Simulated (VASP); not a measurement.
Ni3Ge: single point with PBEsol

Ni3Ge:

```xyz
4
Lattice="3.5303 0.0000 0.0000 0.0000 3.5303 0.0000 0.0000 0.0000 3.5303" Properties=species:S:1:pos:R:3 pbc="T T T"
Ni    1.7652    0.0000    1.7652
Ni    0.0000    1.7652    1.7652
Ni    1.7652    1.7652    0.0000
Ge    0.0000    0.0000    0.0000
```

```json
{
 "Program": "VASP 6.6.1",
 "Task": "single point",
 "Functional": "PBEsol",
 "Potentials or basis": "VASP PAW PBE potentials, release 64 (Ni, Ge_d)",
 "Cutoff": "520 eV",
 "k mesh": "16 × 16 × 16",
 "Occupations": "gaussian, width 0.1 eV",
 "Spin": "no spin polarisation",
 "Dipole correction": "no",
 "Further INCAR settings": "ALGO = Fast; EDIFF = 1e-06; NBANDS = 30"
}
```

The pressure is -0.7 GPa and the band gap on the k mesh is zero (bands 22 and 23 overlap by 0.23 eV).

Levels at points of the mesh, in eV from the Fermi level:
| k point | band 20 | band 21 | band 22 | band 23 | band 24 | band 25 |
| --- | --- | --- | --- | --- | --- | --- |
| (0.00, 0.00, 0.00) | -0.58 | -0.29 | 0.03 | 0.03 | 0.03 | 3.97 |
| (0.50, 0.00, 0.00) | -1.14 | -0.53 | 0.03 | 3.62 | 3.62 | 4.67 |
| (0.50, 0.50, 0.00) | -1.11 | -0.94 | -0.93 | 0.64 | 0.64 | 5.72 |
| (0.50, 0.50, 0.50) | -1.17 | -0.52 | -0.20 | -0.20 | -0.20 | 0.70 |

Wall time 6.6 min on 1 thread of Intel(R) Xeon(R) Platinum 8175M CPU @ 2.50GHz (Skylake/Cascade Lake), with other jobs on the host, peak memory 0.3 GiB.

Caveat: the PAW data sets were made with another functional, which shifts forces and pressure a little. Spin polarisation is off, so any magnetic state and its effect on volume and gap are missing.
